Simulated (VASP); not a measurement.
# Nb (Im-3m) in VASP: notebook

Runs on Nb. Level: PBE+D3(BJ). Tasks: single point, relaxation of cell and atoms.

Program: VASP 6.6.1. These are calculated values, not measurements. Logs are shortened: lines on timing, memory, paths and dates and some standing lists are left out, and cuts for length are marked.

## (1) The cell of the first run

The structure is cubic, space group Im-3m (No. 229). Conventional cell: a = 3.267 Å, b = 3.267 Å, c = 3.267 Å, α = 90.00°, β = 90.00°, γ = 90.00°. Within 3.7 Å of Nb (site symmetry m-3m) lie 14 Nb at 2.83 to 3.27 Å.

## (2) Single point, PBE+D3(BJ)

INCAR

```
PREC = Accurate
ENCUT = 520
EDIFF = 1E-7
ISMEAR = 0
SIGMA = 0.1
LREAL = False
LASPH = True
NELM = 80
ALGO = Fast
ISIF = 2
LWAVE = False
LCHARG = False
GGA = PE
IVDW = 12
NBANDS = 12
```

KPOINTS

```
Automatic mesh
0
Gamma
  18 18 18
```

POSCAR

```
Nb
1.0
   -1.6333682600      1.6333682600      1.6333682600
    1.6333682600     -1.6333682600      1.6333682600
    1.6333682600      1.6333682600     -1.6333682600
Nb
1
Direct
    0.0000000000      0.0000000000      0.0000000000
```

Potentials or basis: VASP PAW PBE potentials, release 64 (Nb_sv).

Started as:

```
cat potpaw_PBE.64/Nb_sv/POTCAR > POTCAR
mpirun -np 1 vasp_std > vasp.out
```

OUTCAR:

```text
PREC = Accurate
   ENCUT = 520
   EDIFF = 1E-7
   ISMEAR = 0
   LREAL = False
   LASPH = True
   NELM = 80
   ISIF = 2
   GGA = PE
   IVDW = 12
 IVDW          = 12

 ion  position               nearest neighbor table
   1  0.000  0.000  0.000-

  LATTYP: Found a body centered cubic cell.
 ALAT       =     3.2667365200

  Lattice vectors:

 A1 = (  -1.6333682600,   1.6333682600,   1.6333682600)
 A2 = (   1.6333682600,  -1.6333682600,   1.6333682600)
 A3 = (   1.6333682600,   1.6333682600,  -1.6333682600)

Analysis of symmetry for initial positions (statically):
=====================================================================
 Subroutine PRICEL returns:
 Original cell was already a primitive cell.

 Routine SETGRP: Setting up the symmetry group for a
 body centered cubic supercell.

 Subroutine GETGRP returns: Found 48 space group operations
 (whereof 48 operations were pure point group operations)
 out of a pool of 48 trial point group operations.

The static configuration has the point symmetry O_h .

Analysis of symmetry for dynamics (positions and initial velocities):
=====================================================================
 Subroutine PRICEL returns:
 Original cell was already a primitive cell.

 Routine SETGRP: Setting up the symmetry group for a
 body centered cubic supercell.

 Subroutine GETGRP returns: Found 48 space group operations
 (whereof 48 operations were pure point group operations)
 out of a pool of 48 trial point group operations.

The dynamic configuration has the point symmetry O_h .

 Subroutine INISYM returns: Found 48 space group operations
 (whereof 48 operations are pure point group operations),
 and found     1 'primitive' translations

----------------------------------------------------------------------------------------

                                     Primitive cell

  volume of cell :      17.4306

  direct lattice vectors                    reciprocal lattice vectors
    -1.633368260  1.633368260  1.633368260     0.000000000  0.306115903  0.306115903
     1.633368260 -1.633368260  1.633368260     0.306115903  0.000000000  0.306115903
     1.633368260  1.633368260 -1.633368260     0.306115903  0.306115903  0.000000000

  length of vectors
     2.829076814  2.829076814  2.829076814     0.432913262  0.432913262  0.432913262

  position of ions in fractional coordinates (direct lattice)
     0.000000000  0.000000000  0.000000000

  ion indices of the primitive-cell ions
   primitive index   ion index
                 1           1

----------------------------------------------------------------------------------------

 KPOINTS: Automatic mesh

Automatic generation of k-mesh.
 Grid dimensions read from file:
 generate k-points for:   18   18   18

 Generating k-lattice:

  Cartesian coordinates                     Fractional coordinates (reciprocal lattice)
     0.000000000  0.017006439  0.017006439     0.055555556  0.000000000  0.000000000
     0.017006439  0.000000000  0.017006439     0.000000000  0.055555556  0.000000000
     0.017006439  0.017006439  0.000000000     0.000000000  0.000000000  0.055555556

  Length of vectors
     0.024050737  0.024050737  0.024050737

  Shift w.r.t. Gamma in fractional coordinates (k-lattice)
     0.000000000  0.000000000  0.000000000

 Subroutine IBZKPT returns following result:
 ===========================================

 Found    195 irreducible k-points:

 Following reciprocal coordinates:
            Coordinates               Weight
  0.000000  0.000000  0.000000      1.000000
  0.055556  0.000000  0.000000     12.000000
  0.111111  0.000000  0.000000     12.000000
  0.166667  0.000000  0.000000     12.000000
  0.222222  0.000000  0.000000     12.000000
  0.277778  0.000000  0.000000     12.000000
[... 16 lines left out ...]
  0.333333  0.111111  0.000000     48.000000
  0.388889  0.111111  0.000000     48.000000
 [... further k-points ...]
   k-points           NKPTS =    195   k-points in BZ     NKDIM =    195   number of bands    NBANDS=     12
   number of dos      NEDOS =    301   number of ions     NIONS =      1
   total plane-waves  NPLWV =  13824
   dimension x,y,z NGX =    24 NGY =   24 NGZ =   24
   dimension x,y,z NGXF=    48 NGYF=   48 NGZF=   48
   ions per type =               1
   NGX,Y,Z   is equivalent  to a cutoff of  14.10, 14.10, 14.10 a.u.
   NGXF,Y,Z  is equivalent  to a cutoff of  28.21, 28.21, 28.21 a.u.
 SYSTEM =  unknown system
   PREC   = accura    normal or accurate (medium, high low for compatibility)
   ISTART =      0    job   : 0-new  1-cont  2-samecut
   ICHARG =      2    charge: 1-file 2-atom 10-const
   ISPIN  =      1    spin polarized calculation?
   LNONCOLLINEAR =      F non collinear calculations
   LSORBIT =      F    spin-orbit coupling
   LASPH  =      T    aspherical Exc in radial PAW
   ENCUT  =  520.0 eV  38.22 Ry    6.18 a.u.   5.26  5.26  5.26*2*pi/ulx,y,z
   NELM   =     80;   NELMIN=  2; NELMDL= -5     # of ELM steps
   EDIFF  = 0.1E-06   stopping-criterion for ELM
   LREAL  =      F    real-space projection
   EDIFFG = 0.1E-05   stopping-criterion for IOM
   NSW    =      0    number of steps for IOM
   IBRION =     -1    ionic relax: 0-MD 1-quasi-New 2-CG
   NFREE  =      0    steps in history (QN), initial steepest desc. (CG)
   ISIF   =      2    stress and relaxation
   ISYM   =      2    0-nonsym 1-usesym 2-fastsym
   POTIM  = 0.5000    time-step for ionic-motion
   TEBEG  =    0.0;   TEEND  =   0.0 temperature during run
   PSTRESS=    0.0 pullay stress
   NELECT =      13.0000    total number of electrons
   NUPDOWN=      -1.0000    fix difference up-down
   EMIN   =  10.00;   EMAX   =-10.00  energy-range for DOS
   EFERMI =   0.00;   METHOD = LEGACY
   ISMEAR =     0;   SIGMA  =   0.10  broadening in eV -4-tet -1-fermi 0-gaus
   EFERMI_NEDOS =   21; number of points for ismear=-14 and -15
   IALGO  =     68    algorithm
   IMIX   =      4    mixing-type and parameters
     AMIX     =   0.40;   BMIX     =  1.00
     AMIX_MAG =   1.60;   BMIX_MAG =  1.00
  volume/ion in A,a.u.               =      17.43       117.63
  Fermi-wavevector in a.u.,A,eV,Ry     =   1.484631  2.805546 29.988996  2.204129
  Thomas-Fermi vector in A             =   2.598144
   LORBIT       =      0    0 simple, 1 ext, 2 COOP (PROOUT), +10 PAW based schemes
   GGA     = PE    functional components
   LHFCALC =     F    Hartree Fock is set to
   AEXX    =    0.0000 exact exchange contribution
   IVDW    =    12    specifies the selected vdW correction
   LEPSILON=     F    determine dielectric tensor
   LRPA    =     F    only Hartree local field effects (RPA)
 non-spin polarized calculation
 RMM-DIIS sequential band-by-band and
 Gauss-broadening in eV      SIGMA  =   0.10
  energy-cutoff  :      520.00
  volume of cell :       17.43
 maximum number of plane-waves:       480
 NGX is ok and might be reduce to    24
   NGX = 11   NGY = 11   NGZ = 11

 number of electron      13.0000001 magnetization

 Free energy of the ion-electron system (eV)
  ---------------------------------------------------
  ext. energy  EPLUGINS =         0.00000000
  ---------------------------------------------------
  free energy    TOTEN  =       -10.20473343 eV

  energy without entropy =      -10.19690742  energy(sigma->0) =      -10.20082042

 E-fermi :  11.6324     XC(G=0): -12.6708

 val. band max:       11.6218202470   @ k =  -0.2222   0.3333   0.1111
 cond. band min:      11.6358506635   @ k =   0.3333   0.1667   0.1667
 fundamental gap:      0.0140304165
 Fermi energy:        11.6324237329

 k-point     1 :       0.0000    0.0000    0.0000
  band No.  band energies     occupation
      1     -42.6871      2.00000
      2     -17.9098      2.00000
      3     -17.9098      2.00000
      4     -17.9098      2.00000
      5       5.6397      2.00000
      6      11.9985      0.00000
      7      11.9985      0.00000
      8      11.9985      0.00000
      9      15.0182      0.00000
     10      15.0182      0.00000
     11      25.9529      0.00000
     12      25.9529      0.00000

 k-point     2 :       0.0556    0.0000    0.0000
  band No.  band energies     occupation
      1     -42.6789      2.00000
      2     -17.9590      2.00000
      3     -17.9246      2.00000
      4     -17.9102      2.00000
      5       5.7731      2.00000
      6      11.9151      0.00006
      7      11.9794      0.00000
      8      12.1259      0.00000
      9      14.8857      0.00000
     10      15.0177      0.00000
     11      26.0669      0.00000
     12      26.1855      0.00000

 k-point     3 :       0.1111    0.0000    0.0000
  band No.  band energies     occupation
      1     -42.6551      2.00000
      2     -18.0990      2.00000
      3     -17.9669      2.00000
      4     -17.9115      2.00000
      5       6.1540      2.00000
      6      11.6850      0.45711
      7      11.8983      0.00017
      8      12.5034      0.00000
      9      14.6042      0.00000
     10      15.0233      0.00000
     11      26.3468      0.00000
     12      26.8512      0.00000
[... 286 lines left out ...]
 k-point    23 :       0.3333    0.1111    0.0000
  band No.  band energies     occupation
      1     -42.4306      2.00000
      2     -19.2148      2.00000
      3     -18.3755      2.00000
      4     -17.9876      2.00000
      5       8.2969      2.00000
      6      10.1552      2.00000
      7      12.2427      0.00000
      8      14.7903      0.00000
      9      15.8472      0.00000
     10      17.7847      0.00000
     11      24.4772      0.00000
     12      25.4002      0.00000

 k-point    24 :       0.3889    0.1111    0.0000
  band No.  band energies     occupation
      1     -42.4072      2.00000
      2     -19.3181      2.00000
      3     -18.4245      2.00000
      4     -17.9900      2.00000
      5       8.1891      2.00000
      6      10.0289      2.00000
      7      12.8538      0.00000
      8      14.9150      0.00000
      9      16.0562      0.00000
     10      18.6541      0.00000
     11      23.9220      0.00000
     12      24.4894      0.00000

 [... further k-points ...]

------------------------ aborting loop because EDIFF is reached ----------------------------------------

 Edisp (eV)   -0.76141

 E8    (eV) :    -0.3700

  FORCE on cell =-STRESS in cart. coord.  units (eV):
  Direction    XX          YY          ZZ          XY          YZ          ZX
  --------------------------------------------------------------------------------------
  -------------------------------------------------------------------------------------
  Total      -0.03684    -0.03684    -0.03684     0.00000     0.00000    -0.00000
  in kB      -3.38633    -3.38633    -3.38633     0.00000     0.00000    -0.00000
  external pressure =       -3.39 kB  Pullay stress =        0.00 kB

 VOLUME and BASIS-vectors are now :
 -----------------------------------------------------------------------------
  energy-cutoff  :      520.00
  volume of cell :       17.43
      direct lattice vectors                 reciprocal lattice vectors
    -1.633368260  1.633368260  1.633368260     0.000000000  0.306115903  0.306115903
     1.633368260 -1.633368260  1.633368260     0.306115903  0.000000000  0.306115903
     1.633368260  1.633368260 -1.633368260     0.306115903  0.306115903  0.000000000

 POSITION                                       TOTAL-FORCE (eV/Angst)
 -----------------------------------------------------------------------------------
      0.00000      0.00000      0.00000        -0.000000      0.000000      0.000000
 -----------------------------------------------------------------------------------
    total drift:                                0.000000      0.000000      0.000000

  FREE ENERGIE OF THE ION-ELECTRON SYSTEM (eV)
  ---------------------------------------------------
  free  energy   TOTEN  =       -10.9661448682 eV

  energy  without entropy=      -10.9583188582  energy(sigma->0) =      -10.96223186
```

It took 56 s on 1 thread of AMD EPYC 9R45 (Zen 5), shared host; peak memory 0.14 GiB.

What came out:

```
Free energy                : -10.9661 eV
Pressure                   : -0.3 GPa
Dispersion energy per atom : -0.761 eV
```

Levels at points of the mesh, in eV from the Fermi level:
| k point | band 2 | band 3 | band 4 | band 5 | band 6 | band 7 | band 8 | band 9 | band 10 | band 11 |
| --- | --- | --- | --- | --- | --- | --- | --- | --- | --- | --- |
| (0.00, 0.00, 0.00) | -29.54 | -29.54 | -29.54 | -5.99 | 0.37 | 0.37 | 0.37 | 3.39 | 3.39 | 14.32 |
| (0.50, 0.00, 0.00) | -31.04 | -30.01 | -29.56 | -3.85 | -1.75 | 2.46 | 3.44 | 4.15 | 6.66 | 11.74 |
| (0.50, 0.50, 0.50) | -30.56 | -30.56 | -30.56 | -3.90 | -3.90 | 5.84 | 5.84 | 5.84 | 9.37 | 9.37 |

Caveat: pairwise dispersion overbinds metals, which lowers pressure and volume.

## (3) Relaxation of cell and atoms, PBE+D3(BJ)

This run uses another cell than the first one, of 17.49 Å³/atom, 1.003 times its volume.

INCAR

```
ALGO = Normal
EDIFF = 1E-6
EDIFFG = -0.005
ENCUT = 600
GGA = PE
IBRION = 2
ISIF = 3
ISMEAR = 0
IVDW = 12
LASPH = True
LCHARG = False
LREAL = False
LWAVE = False
NELM = 80
NSW = 100
PREC = Accurate
SIGMA = 0.1
```

KPOINTS

```
k-points
0
Gamma
  18 18 18
```

POSCAR

```
Nb
1.0
   -1.6351093854      1.6351093854      1.6351093854
    1.6351093854     -1.6351093854      1.6351093854
    1.6351093854      1.6351093854     -1.6351093854
Nb
1
Direct
    0.0000000000      0.0000000000      0.0000000000
```

Potentials or basis: VASP PAW PBE potentials, release 64 (Nb_sv).

Started as:

```
cat potpaw_PBE.64/Nb_sv/POTCAR > POTCAR
mpirun -np 1 vasp_std > vasp.out
```

It took 46 s on 1 thread of AMD EPYC 9R45 (Zen 5), shared host; peak memory 0.15 GiB.

The run converged. Its results:

- Free energy: -10.9662 eV
- Relaxed volume: 17.40 Å³/atom
- Relaxed cell: a = 2.827 Å, b = 2.827 Å, c = 2.827 Å, α = 109.47°, β = 109.47°, γ = 109.47°
- Space group after relaxing (to 0.05 Å): Im-3m (No. 229)
- Energy gained by relaxing: 0.2 meV/atom
- Ionic steps: 3
- Pressure after relaxing: 0.0 GPa
- Dispersion energy per atom: -0.763 eV

The path:
```csv
step,energy change (eV),largest force (eV/Å),pressure (GPa),volume (Å³)
1,0.0000,0.0000,-0.87,17.49
2,0.0005,0.0000,1.62,17.25
3,-0.0002,0.0000,-0.01,17.40
```

Final structure:
```
Nb
1.0
    -1.63242    1.63242    1.63242
     1.63242   -1.63242    1.63242
     1.63242    1.63242   -1.63242
Nb
1
Direct
  0.00000 0.00000 0.00000
```

Levels at points of the mesh, in eV from the Fermi level:
```csv
k point,band 3,band 4,band 5,band 6,band 7,band 8,band 9,band 10
"(0.00, 0.00, 0.00)",-29.54,-29.54,-6.00,0.36,0.36,0.36,3.39,3.39
"(0.50, 0.00, 0.00)",-30.01,-29.55,-3.86,-1.75,2.47,3.44,4.16,6.67
"(0.50, 0.50, 0.50)",-30.56,-30.56,-3.92,-3.92,5.85,5.85,5.85,9.39
```

Caveat: pairwise dispersion overbinds metals, which lowers pressure and volume.
